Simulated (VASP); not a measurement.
# WS2 (R3m) in VASP: single point with PBE+D3(BJ)

Aim: the single point of WS2 with PBE+D3(BJ).

All numbers are computed with VASP 6.6.1; they aren't measurements. Logs are shortened: lines on timing, memory, paths and dates and some standing lists are left out, and cuts for length are marked.

### 1 The cell of the first run

It takes space group R3m (No. 160, trigonal). Conventional cell: a = 3.157 Å, b = 3.157 Å, c = 18.119 Å, α = 90.00°, β = 90.00°, γ = 120.00°. Within 3.2 Å of W (site symmetry 3m) lie 6 S at 2.41 Å and 6 W at 3.16 Å. Within 3.2 Å of S (site symmetry 3m) lie 3 W at 2.41 Å and 7 S at 3.15 to 3.16 Å. S (site symmetry 3m) has 3 W at 2.41 Å and 7 S at 3.15 to 3.16 Å within 3.2 Å.

### 2 Single point, PBE+D3(BJ)

Input file INCAR:

```
ALGO = Normal
EDIFF = 1E-6
ENCUT = 500
GGA = PE
GGA_COMPAT = False
ISIF = 2
ISMEAR = 0
IVDW = 12
LASPH = True
LCHARG = False
LREAL = False
LWAVE = False
NBANDS = 49
NELM = 120
PREC = Accurate
SIGMA = 0.05
```

Input file KPOINTS:

```
k-points
0
Gamma
  10 10 2
```

Input file POSCAR:

```
WS2
1.0
   -1.5785988150     -2.7342133524      0.0000000000
    1.5785988150     -2.7342133524      0.0000000000
    0.0000000000      0.0000000000     18.1187268322
W S
3 6
Direct
    1.0000000000      1.0000000000      0.9993440419
    0.3333333333      0.3333333333      0.3326773752
    0.6666666667      0.6666666667      0.6660107086
    1.0000000000      1.0000000000      0.7527816502
    0.3333333333      0.3333333333      0.0861149835
    0.6666666667      0.6666666667      0.4194483168
    1.0000000000      1.0000000000      0.5791743079
    0.3333333333      0.3333333333      0.9125076413
    0.6666666667      0.6666666667      0.2458409746
```

Potentials or basis: VASP PAW PBE potentials, release 64 (W_sv, S).

Started as:

```console
$ cat potpaw_PBE.64/W_sv/POTCAR potpaw_PBE.64/S/POTCAR > POTCAR
$ mpirun -np 1 vasp_std > vasp.out
```

OUTCAR:

```text
EDIFF = 1E-6
   ENCUT = 500
   GGA = PE
   ISIF = 2
   ISMEAR = 0
   IVDW = 12
   LASPH = True
   LREAL = False
   NELM = 120
   PREC = Accurate
 IVDW          = 12

 ion  position               nearest neighbor table
   1  0.000  0.000  0.999-   5 2.41   5 2.41   5 2.41   8 2.41   8 2.41   8 2.41
   2  0.333  0.333  0.333-   6 2.41   6 2.41   6 2.41   9 2.41   9 2.41   9 2.41
   3  0.667  0.667  0.666-   4 2.41   4 2.41   4 2.41   7 2.41   7 2.41   7 2.41
   4  0.000  0.000  0.753-   3 2.41   3 2.41   3 2.41
   5  0.333  0.333  0.086-   1 2.41   1 2.41   1 2.41
   6  0.667  0.667  0.419-   2 2.41   2 2.41   2 2.41
   7  0.000  0.000  0.579-   3 2.41   3 2.41   3 2.41
   8  0.333  0.333  0.913-   1 2.41   1 2.41   1 2.41
   9  0.667  0.667  0.246-   2 2.41   2 2.41   2 2.41

  LATTYP: Found a hexagonal cell.
 ALAT       =     3.1571976300
 C/A-ratio  =     5.7388636871

  Lattice vectors:

 A1 = (  -1.5785988150,   2.7342133524,   0.0000000000)
 A2 = (  -1.5785988150,  -2.7342133524,   0.0000000000)
 A3 = (   0.0000000000,   0.0000000000,  18.1187268322)

Analysis of symmetry for initial positions (statically):
=====================================================================
 Subroutine PRICEL returns following result:

  LATTYP: Found a trigonal (rhomboedric) cell.
 ALAT       =     6.3086532511
 COS(alpha) =     0.8747723515

  Lattice vectors:

 A1 = (   1.5785988150,  -0.9114044510,  -6.0395756101)
 A2 = (  -1.5785988150,  -0.9114044504,  -6.0395756119)
 A3 = (  -0.0000000000,   1.8228089014,  -6.0395756101)

   3 primitive cells build up your supercell.

 Routine SETGRP: Setting up the symmetry group for a
 hexagonal supercell.

 Subroutine GETGRP returns: Found  6 space group operations
 (whereof  6 operations were pure point group operations)
 out of a pool of 24 trial point group operations.

The static configuration has the point symmetry C_3v.

Analysis of symmetry for dynamics (positions and initial velocities):
=====================================================================
 Subroutine PRICEL returns following result:

  LATTYP: Found a trigonal (rhomboedric) cell.
 ALAT       =     6.3086532511
 COS(alpha) =     0.8747723515

  Lattice vectors:

 A1 = (   1.5785988150,  -0.9114044510,  -6.0395756101)
 A2 = (  -1.5785988150,  -0.9114044504,  -6.0395756119)
 A3 = (  -0.0000000000,   1.8228089014,  -6.0395756101)

[... 117 lines left out ...]
   ISIF   =      2    stress and relaxation
   ISYM   =      2    0-nonsym 1-usesym 2-fastsym
   POTIM  = 0.5000    time-step for ionic-motion
   TEBEG  =    0.0;   TEEND  =   0.0 temperature during run
   PSTRESS=    0.0 pullay stress
   NELECT =      78.0000    total number of electrons
   NUPDOWN=      -1.0000    fix difference up-down
   EMIN   =  10.00;   EMAX   =-10.00  energy-range for DOS
   EFERMI =   0.00;   METHOD = LEGACY
   ISMEAR =     0;   SIGMA  =   0.05  broadening in eV -4-tet -1-fermi 0-gaus
   EFERMI_NEDOS =   21; number of points for ismear=-14 and -15
   IALGO  =     38    algorithm
   IMIX   =      4    mixing-type and parameters
     AMIX     =   0.40;   BMIX     =  1.00
     AMIX_MAG =   1.60;   BMIX_MAG =  1.00
  volume/ion in A,a.u.               =      17.38       117.28
  Fermi-wavevector in a.u.,A,eV,Ry     =   1.298232  2.453303 22.931356  1.685407
  Thomas-Fermi vector in A             =   2.429574
   LORBIT       =      0    0 simple, 1 ext, 2 COOP (PROOUT), +10 PAW based schemes
   GGA     = PE    functional components
   LHFCALC =     F    Hartree Fock is set to
   AEXX    =    0.0000 exact exchange contribution
   IVDW    =    12    specifies the selected vdW correction
   LEPSILON=     F    determine dielectric tensor
   LRPA    =     F    only Hartree local field effects (RPA)
 non-spin polarized calculation
 Gauss-broadening in eV      SIGMA  =   0.05
  energy-cutoff  :      500.00
  volume of cell :      156.41
 maximum number of plane-waves:      4012
   NGX = 11   NGY = 11   NGZ = 67

 number of electron      77.9999991 magnetization

 Free energy of the ion-electron system (eV)
  ---------------------------------------------------
  ext. energy  EPLUGINS =         0.00000000
  ---------------------------------------------------
  free energy    TOTEN  =       -70.76442199 eV

  energy without entropy =      -70.76442199  energy(sigma->0) =      -70.76442199

 E-fermi :   8.1467     XC(G=0): -11.1010

 val. band max:        7.8272689377   @ k =   0.0000   0.0000   0.5000
 cond. band min:       8.7938597686   @ k =   0.4000   0.2000   0.0000
 fundamental gap:      0.9665908309
 Fermi energy:         8.1467177562

 k-point     1 :       0.0000    0.0000    0.0000
  band No.  band energies     occupation
      1     -66.8767      2.00000
      2     -66.8767      2.00000
      3     -66.8767      2.00000
      4     -31.1350      2.00000
      5     -31.1350      2.00000
      6     -31.1349      2.00000
[... 1237 lines left out ...]
     48      11.4545      0.00000
     49      11.5082      0.00000

 [... further k-points ...]

------------------------ aborting loop because EDIFF is reached ----------------------------------------

 Edisp (eV)   -3.93090

 E8    (eV) :    -1.6524

  FORCE on cell =-STRESS in cart. coord.  units (eV):
  Direction    XX          YY          ZZ          XY          YZ          ZX
  --------------------------------------------------------------------------------------
  -------------------------------------------------------------------------------------
  Total      -0.03014    -0.03014    -0.06247     0.00000     0.00000     0.00000
  in kB      -0.30877    -0.30877    -0.63994     0.00000     0.00000     0.00000
  external pressure =       -0.42 kB  Pullay stress =        0.00 kB

 VOLUME and BASIS-vectors are now :
 -----------------------------------------------------------------------------
  energy-cutoff  :      500.00
  volume of cell :      156.41
      direct lattice vectors                 reciprocal lattice vectors
    -1.578598815 -2.734213352  0.000000000    -0.316736586 -0.182867953  0.000000000
     1.578598815 -2.734213352  0.000000000     0.316736586 -0.182867953  0.000000000
     0.000000000  0.000000000 18.118726832     0.000000000  0.000000000  0.055191516

 POSITION                                       TOTAL-FORCE (eV/Angst)
 -----------------------------------------------------------------------------------
      0.00000      0.00000     18.10684        -0.000000     -0.000000      0.001108
      0.00000     -1.82281      6.02769        -0.000000     -0.000000      0.001108
      0.00000     -3.64562     12.06727        -0.000000     -0.000000      0.001108
      0.00000      0.00000     13.63945        -0.000000      0.000000     -0.000416
      0.00000     -1.82281      1.56029         0.000000      0.000000     -0.000416
      0.00000     -3.64562      7.59987        -0.000000      0.000000     -0.000416
      0.00000      0.00000     10.49390         0.000000      0.000000     -0.000692
      0.00000     -1.82281     16.53348         0.000000      0.000000     -0.000692
      0.00000     -3.64562      4.45433         0.000000     -0.000000     -0.000692
 -----------------------------------------------------------------------------------
    total drift:                                0.000000      0.000000      0.000106

  FREE ENERGIE OF THE ION-ELECTRON SYSTEM (eV)
  ---------------------------------------------------
  free  energy   TOTEN  =       -74.6953245276 eV

  energy  without entropy=      -74.6953245276  energy(sigma->0) =      -74.69532453
```

Run time: 9.6 min. Hardware: 1 thread of AMD EPYC, shared host; peak memory 0.31 GiB.

Results:

- Free energy: -74.6953 eV
- Pressure: 0.0 GPa
- Band gap on the k mesh: 0.97 eV
- Dispersion energy per atom: -0.437 eV

Caveat: spin-orbit coupling is left out, which moves the levels of the heavy elements. A k mesh can miss the band edges.
